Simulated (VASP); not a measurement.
Here is a VASP 6.6.1 calculation.

File INCAR:

```
PREC = Accurate ; ENCUT = 600
EDIFF = 1E-6 ; ISMEAR = -1
SIGMA = 0.1 ; LREAL = False
LASPH = True ; NELM = 100
ALGO = Normal ; ISIF = 3
LWAVE = False ; LCHARG = False
GGA = PS ; IBRION = 2
NSW = 60 ; EDIFFG = -0.005
PSTRESS = 26.0
```

Contents of KPOINTS:

```
regular mesh
0
Gamma
  17 17 17
```

POSCAR

```
Pt
1.0
   -1.5508355530      1.5508355530      1.5508355530
    1.5508355530     -1.5508355530      1.5508355530
    1.5508355530      1.5508355530     -1.5508355530
Pt
1
Direct
    0.0000000000      0.0000000000      0.0000000000
```

Potentials or basis: VASP PAW PBE potentials, release 64 (Pt).

The run is started by

```bash
$ cat potpaw_PBE.64/Pt/POTCAR > POTCAR
$ mpirun -np 1 vasp_std > vasp.out
```

**Question.** Estimate the relaxed cell.

**Answer.** a = 2.695 Å, b = 2.695 Å, c = 2.695 Å, α = 109.47°, β = 109.47°, γ = 109.47°.

**Question.** Predict the band gap on the k mesh.

**Answer.** Zero (band 5 reaches 11.91 eV, above the bottom of band 6 at 9.68 eV).

Final structure:
```
Pt
1.0
    -1.55579    1.55579    1.55579
     1.55579   -1.55579    1.55579
     1.55579    1.55579   -1.55579
Pt
1
Direct
  0.00000 0.00000 0.00000
```

Caveat: the cell is relaxed towards a set pressure, so the enthalpy falls and the energy may rise; spin-orbit coupling is left out, which moves the levels of the heavy elements.
